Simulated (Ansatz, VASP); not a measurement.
InSb3: VASP beside Ansatz

```xyz
4
Lattice="4.8064 0.0000 0.0000 0.0000 4.8064 0.0000 0.0000 0.0000 4.8064" Properties=species:S:1:pos:R:3 pbc="T T T"
In    0.0000    0.0000    0.0000
Sb    2.4032    0.0000    2.4032
Sb    0.0000    2.4032    2.4032
Sb    2.4032    2.4032    0.0000
```

Alike in both runs: task single point; functional PBE; k mesh 1 × 1 × 1; occupations fermi-dirac, width 0.054 eV; no spin polarisation.

|  | VASP | Ansatz |
| --- | --- | --- |
| version | VASP 6.6.1 | Ansatz 0.2.0 |
| potentials or method | VASP PAW PBE potentials, release 64 (In_d, Sb_d_GW), cutoff 500 eV | scalar-relativistic, plane waves, PAW |
| valence electrons in the cell | 58 | 58 |

|  | VASP | Ansatz | Ansatz less VASP |
| --- | --- | --- | --- |
| pressure (GPa) | 10.9 | 10.9 | +0.06 |

The k mesh is coarse, so the values compare programs but aren't converged. Spin-orbit coupling is off throughout.
